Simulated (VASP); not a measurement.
A run of VASP 6.6.1 is set up as follows.

INCAR

```
SYSTEM = H
PREC = Accurate
ENCUT = 520
EDIFF = 1E-6
ISMEAR = 0
SIGMA = 0.02
LREAL = .False.
LASPH = .True.
NELM = 60
ALGO = Normal
ISIF = 2
LWAVE = .False.
LCHARG = .True.
GGA = PE
LELF = .True.
LVHAR = .True.
NBANDS = 10
```

KPOINTS

```
Automatic mesh
0
Gamma
  8 8 4
  0 0 0
```

The input POSCAR:

```
H
1.0
    1.6998751640     -2.7299520984      0.0000000000
    1.6998751640      2.7299520984      0.0000000000
    0.0000000000      0.0000000000      6.4952332171
H
4
Direct
    0.5563572196      0.4436427804      0.9669679968
    0.4436427804      0.5563572196      0.0330320032
    0.4436427804      0.5563572196      0.4669679968
    0.5563572196      0.4436427804      0.5330320032
```

Potentials or basis: VASP PAW PBE potentials, release 64 (H).

Command:

```console
$ cat potpaw_PBE.64/H/POTCAR > POTCAR
$ mpirun -np 1 vasp_std > vasp.out
```

Problem. Estimate the largest force.

Solution. 0.011 eV/Å.

Problem. Estimate the band gap on the k mesh.

Solution. 8.62 eV, indirect (least direct gap 8.77 eV).

Forces on the atoms (eV/Å):
```
H    0.000  0.009  0.006
H    0.000 -0.009 -0.006
H    0.000 -0.009  0.006
H    0.000  0.009 -0.006
```

 A k mesh can miss the band edges.
